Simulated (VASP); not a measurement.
# Os (Fm-3m) in VASP: a series of runs

The runs below take Os through single point, relaxation of cell and atoms, with PBEsol.

Program: VASP 6.6.1. These are calculated values, not measurements. Logs are shortened: lines on timing, memory, paths and dates and some standing lists are left out, and cuts for length are marked.

**1. The cell of the first run**

It takes space group Fm-3m (No. 225, cubic). The conventional cell has a = 3.821 Å, b = 3.821 Å, c = 3.821 Å, α = 90.00°, β = 90.00°, γ = 90.00°. Os (site symmetry m-3m) has 12 Os at 2.70 Å within 3.6 Å.

**2. Single point, PBEsol**

Input file INCAR:

```
PREC = Accurate
ENCUT = 520
EDIFF = 1E-7
ISMEAR = -1
SIGMA = 0.1
LREAL = F
LASPH = T
NELM = 80
ALGO = Normal
ISIF = 2
LWAVE = F
LCHARG = F
GGA = PS
NBANDS = 10
```

Input file KPOINTS:

```
regular mesh
0
Gamma
  20 20 20
```

Input file POSCAR:

```
Os
1.0
    0.0000000000      1.9105702402      1.9105702402
    1.9105702402      0.0000000000      1.9105702402
    1.9105702402      1.9105702402      0.0000000000
Os
1
Direct
    0.0000000000      0.0000000000      0.0000000000
```

Potentials or basis: VASP PAW PBE potentials, release 64 (Os).

Started as:

```sh
$ cat potpaw_PBE.64/Os/POTCAR > POTCAR
$ mpirun -np 1 vasp_std > vasp.out
```

OUTCAR:

```text
PREC = Accurate
   ENCUT = 520
   EDIFF = 1E-7
   ISMEAR = -1
   LREAL = F
   LASPH = T
   NELM = 80
   ISIF = 2
   GGA = PS

 ion  position               nearest neighbor table
   1  0.000  0.000  0.000-

  LATTYP: Found a face centered cubic cell.
 ALAT       =     3.8211404804

  Lattice vectors:

 A1 = (   0.0000000000,   1.9105702402,   1.9105702402)
 A2 = (   1.9105702402,   0.0000000000,   1.9105702402)
 A3 = (   1.9105702402,   1.9105702402,   0.0000000000)

Analysis of symmetry for initial positions (statically):
=====================================================================
 Subroutine PRICEL returns:
 Original cell was already a primitive cell.

 Routine SETGRP: Setting up the symmetry group for a
 face centered cubic supercell.

 Subroutine GETGRP returns: Found 48 space group operations
 (whereof 48 operations were pure point group operations)
 out of a pool of 48 trial point group operations.

The static configuration has the point symmetry O_h .

Analysis of symmetry for dynamics (positions and initial velocities):
=====================================================================
 Subroutine PRICEL returns:
 Original cell was already a primitive cell.

 Routine SETGRP: Setting up the symmetry group for a
 face centered cubic supercell.

 Subroutine GETGRP returns: Found 48 space group operations
 (whereof 48 operations were pure point group operations)
 out of a pool of 48 trial point group operations.

The dynamic configuration has the point symmetry O_h .

 Subroutine INISYM returns: Found 48 space group operations
 (whereof 48 operations are pure point group operations),
 and found     1 'primitive' translations

----------------------------------------------------------------------------------------

                                     Primitive cell

  volume of cell :      13.9482

  direct lattice vectors                    reciprocal lattice vectors
     0.000000000  1.910570240  1.910570240    -0.261701972  0.261701972  0.261701972
     1.910570240  0.000000000  1.910570240     0.261701972 -0.261701972  0.261701972
     1.910570240  1.910570240  0.000000000     0.261701972  0.261701972 -0.261701972

  length of vectors
     2.701954346  2.701954346  2.701954346     0.453281112  0.453281112  0.453281112
[... 79 lines left out ...]
   EDIFF  = 0.1E-06   stopping-criterion for ELM
   LREAL  =      F    real-space projection
   EDIFFG = 0.1E-05   stopping-criterion for IOM
   NSW    =      0    number of steps for IOM
   IBRION =     -1    ionic relax: 0-MD 1-quasi-New 2-CG
   NFREE  =      0    steps in history (QN), initial steepest desc. (CG)
   ISIF   =      2    stress and relaxation
   ISYM   =      2    0-nonsym 1-usesym 2-fastsym
   POTIM  = 0.5000    time-step for ionic-motion
   TEBEG  =    0.0;   TEEND  =   0.0 temperature during run
   PSTRESS=    0.0 pullay stress
   NELECT =       8.0000    total number of electrons
   NUPDOWN=      -1.0000    fix difference up-down
   EMIN   =  10.00;   EMAX   =-10.00  energy-range for DOS
   EFERMI =   0.00;   METHOD = LEGACY
   ISMEAR =    -1;   SIGMA  =   0.10  broadening in eV -4-tet -1-fermi 0-gaus
   EFERMI_NEDOS =   21; number of points for ismear=-14 and -15
   IALGO  =     38    algorithm
   IMIX   =      4    mixing-type and parameters
     AMIX     =   0.40;   BMIX     =  1.00
     AMIX_MAG =   1.60;   BMIX_MAG =  1.00
  volume/ion in A,a.u.               =      13.95        94.13
  Fermi-wavevector in a.u.,A,eV,Ry     =   1.360187  2.570380 25.172241  1.850108
  Thomas-Fermi vector in A             =   2.486870
   LORBIT       =      0    0 simple, 1 ext, 2 COOP (PROOUT), +10 PAW based schemes
   GGA     = PS    functional components
   LHFCALC =     F    Hartree Fock is set to
   AEXX    =    0.0000 exact exchange contribution
   IVDW    =     0    specifies the selected vdW correction
   LEPSILON=     F    determine dielectric tensor
   LRPA    =     F    only Hartree local field effects (RPA)
 non-spin polarized calculation
  energy-cutoff  :      520.00
  volume of cell :       13.95
 maximum number of plane-waves:       388
   NGX =  9   NGY =  9   NGZ =  9

 number of electron       7.9999999 magnetization

 Free energy of the ion-electron system (eV)
  ---------------------------------------------------
  ext. energy  EPLUGINS =         0.00000000
  ---------------------------------------------------
  free energy    TOTEN  =       -12.11178987 eV

  energy without entropy =      -12.08340800  energy(sigma->0) =      -12.09759894

 E-fermi :   9.2554     XC(G=0): -14.1685

 val. band max:        9.2538167116   @ k =  -0.3500   0.4500   0.1500
 cond. band min:       9.2756823712   @ k =   0.3000   0.1000   0.0000
 fundamental gap:      0.0218656595
 Fermi energy:         9.2554016048

 k-point     1 :       0.0000    0.0000    0.0000
  band No.  band energies     occupation
      1      -1.6732      2.00000
      2       6.2024      2.00000
      3       6.2024      2.00000
      4       6.2024      2.00000
      5       9.2896      0.83077
      6       9.2896      0.83077
      7      23.4959      0.00000
      8      29.3202      0.00000
      9      29.3202      0.00000
     10      29.3202      0.00000
[... 287 lines left out ...]
 k-point    24 :      -0.3500    0.0500    0.0000
  band No.  band energies     occupation
      1       1.5377      2.00000
      2       6.2296      2.00000
      3       6.3578      2.00000
      4       6.8264      2.00000
      5      10.4400      0.00001
      6      11.3277      0.00000
      7      20.7148      0.00000
      8      24.6540      0.00000
      9      30.8041      0.00000
     10      32.4882      0.00000

 [... further k-points ...]

------------------------ aborting loop because EDIFF is reached ----------------------------------------

  FORCE on cell =-STRESS in cart. coord.  units (eV):
  Direction    XX          YY          ZZ          XY          YZ          ZX
  --------------------------------------------------------------------------------------
  -------------------------------------------------------------------------------------
  Total        0.0493459      0.0493459      0.0493459     -0.0000000      0.0000000      0.0000000
  in kB        5.6681663      5.6681663      5.6681663     -0.0000000      0.0000000      0.0000000
  external PRESSURE =       5.6681663 kB  Pullay stress =       0.0000000 kB

 VOLUME and BASIS-vectors are now :
 -----------------------------------------------------------------------------
  energy-cutoff  :      520.00
  volume of cell :       13.95
      direct lattice vectors                 reciprocal lattice vectors
     0.000000000  1.910570240  1.910570240    -0.261701972  0.261701972  0.261701972
     1.910570240  0.000000000  1.910570240     0.261701972 -0.261701972  0.261701972
     1.910570240  1.910570240  0.000000000     0.261701972  0.261701972 -0.261701972

 POSITION                                       TOTAL-FORCE (eV/Angst)
 -----------------------------------------------------------------------------------
      0.00000      0.00000      0.00000        -0.000000      0.000000     -0.000000
 -----------------------------------------------------------------------------------
    total drift:                                0.000000      0.000000     -0.000000

  FREE ENERGIE OF THE ION-ELECTRON SYSTEM (eV)
  ---------------------------------------------------
  free  energy   TOTEN  =       -12.1117898747 eV

  energy  without entropy=      -12.0834079984  energy(sigma->0) =      -12.09759894
```

OSZICAR:

```text
N       E                     dE             d eps       ncg     rms          rms(c)
DAV:   1     0.362725463461E+02    0.36273E+02   -0.42033E+03  5224   0.744E+02
DAV:   2    -0.117802106328E+02   -0.48053E+02   -0.44905E+02  5286   0.202E+02
DAV:   3    -0.128632675858E+02   -0.10831E+01   -0.10774E+01  6084   0.284E+01
DAV:   4    -0.128659065284E+02   -0.26389E-02   -0.26385E-02  5628   0.154E+00
DAV:   5    -0.128659154327E+02   -0.89043E-05   -0.89038E-05  5638   0.827E-02    0.173E+01
DAV:   6    -0.122823796193E+02    0.58354E+00   -0.63757E-01  6168   0.632E+00    0.777E+00
DAV:   7    -0.121165278988E+02    0.16585E+00   -0.43376E-01  6398   0.495E+00    0.499E-01
DAV:   8    -0.121138053792E+02    0.27225E-02   -0.18568E-03  5308   0.356E-01    0.369E-01
DAV:   9    -0.121118007350E+02    0.20046E-02   -0.11089E-03  5666   0.369E-01    0.178E-02
DAV:  10    -0.121117943488E+02    0.63862E-05   -0.11526E-05  5528   0.248E-02    0.852E-03
DAV:  11    -0.121117899156E+02    0.44332E-05   -0.12857E-06  5582   0.167E-02    0.241E-03
DAV:  12    -0.121117898747E+02    0.40929E-07   -0.51727E-09  2980   0.607E-04
   1 F= -.12111790E+02 E0= -.12097599E+02  d E =-.283819E-01
```

stdout:

```text
POSCAR found type information on POSCAR Os
 POSCAR found :  1 types and       1 ions
 scaLAPACK will be used
 -----------------------------------------------------------------------------
|                                                                             |
|                                                                             |
|     You enforced a specific xc type in the INCAR file but a different       |
|     I HOPE YOU KNOW WHAT YOU ARE DOING!                                     |
|                                                                             |
 -----------------------------------------------------------------------------

 LDA part: xc-table for (Slater+PW92), standard interpolation
 POSCAR, INCAR and KPOINTS ok, starting setup
 FFT: planning ... GRIDC
 FFT: planning ... GRID_SOFT
 FFT: planning ... GRID
 WAVECAR not read
 entering main loop
```

Run time: 23 s. Hardware: 1 thread of Intel Xeon Platinum 8259CL at 2.50GHz (Skylake/Cascade Lake), shared host; peak memory 0.15 GiB.

What came out:

- Free energy: -12.1118 eV
- Pressure: 0.6 GPa
- Band gap on the k mesh: zero (band 4 reaches 11.69 eV, above the bottom of band 5 at 7.67 eV)

Caveat: the PAW data sets were made with another functional, which shifts forces and pressure a little; spin-orbit coupling is left out, which moves the levels of the heavy elements.

**3. Relaxation of cell and atoms, PBEsol**

This run uses another cell than the first one, of 14.72 Å³/atom, 1.055 times its volume.

Input file INCAR:

```
SYSTEM = Os
  ALGO = Normal
  EDIFF = 1E-6
  EDIFFG = -0.02
  ENCUT = 600
  GGA = PS
  IBRION = 2
  ISIF = 3
  ISMEAR = -1
  LASPH = .True.
  LCHARG = .False.
  LREAL = .False.
  LWAVE = .False.
  NELM = 60
  NSW = 60
  PREC = Accurate
  SIGMA = 0.1
```

Input file KPOINTS:

```
k-points
0
Gamma
  20 20 20
  0 0 0
```

Input file POSCAR:

```
Os
1.0
    0.0000000000      1.9450000000      1.9450000000
    1.9450000000      0.0000000000      1.9450000000
    1.9450000000      1.9450000000      0.0000000000
Os
1
Direct
    0.0000000000      0.0000000000      0.0000000000
```

Potentials or basis: VASP PAW PBE potentials, release 64 (Os).

Started as:

```sh
$ cat potpaw_PBE.64/Os/POTCAR > POTCAR
$ mpirun -np 1 vasp_std > vasp.out
```

Run time: 74 s. Hardware: 1 thread of Intel Xeon Platinum 8259CL at 2.50GHz (Skylake/Cascade Lake), shared host; peak memory 0.19 GiB.

The run converged. Its results:

| Quantity | Value |
| --- | --- |
| Free energy | -12.1124 eV |
| Relaxed volume | 13.97 Å³/atom |
| Relaxed cell | a = 2.703 Å, b = 2.703 Å, c = 2.703 Å, α = 60.00°, β = 60.00°, γ = 60.00° |
| Space group after relaxing (to 0.05 Å) | Fm-3m (No. 225) |
| Energy gained by relaxing | 48.5 meV/atom |
| Ionic steps | 5 |
| Pressure after relaxing | 0.0 GPa |
| Band gap on the k mesh | zero (band 4 reaches 11.66 eV, above the bottom of band 5 at 7.65 eV) |

The path:
```
step  energy change (eV)  largest force (eV/Å)  pressure (GPa)  volume (Å³)
   1              0.0000                0.0000          -19.81        14.72
   2              1.1211                0.0000          165.77        11.17
   3             -0.0479                0.0000           -2.28        14.05
   4             -0.0484                0.0000           -0.66        13.99
   5             -0.0485                0.0000           -0.01        13.97
```

Final structure:
```xyz
1
Lattice="0.0000 1.9117 1.9117 1.9117 0.0000 1.9117 1.9117 1.9117 0.0000" Properties=species:S:1:pos:R:3 pbc="T T T"
Os    0.0000    0.0000    0.0000
```

Levels at points of the mesh, in eV from the Fermi level:
```tsv
k point	band 2	band 3	band 4	band 5	band 6	band 7
(0.00, 0.00, 0.00)	-3.05	-3.05	-3.05	0.03	0.03	14.24
(0.50, 0.00, 0.00)	-3.20	-3.20	-0.28	2.46	2.46	9.00
(0.50, 0.50, 0.00)	-6.95	2.31	2.43	3.16	3.16	12.25
```

Caveat: the PAW data sets were made with another functional, which shifts forces and pressure a little; spin-orbit coupling is left out, which moves the levels of the heavy elements.
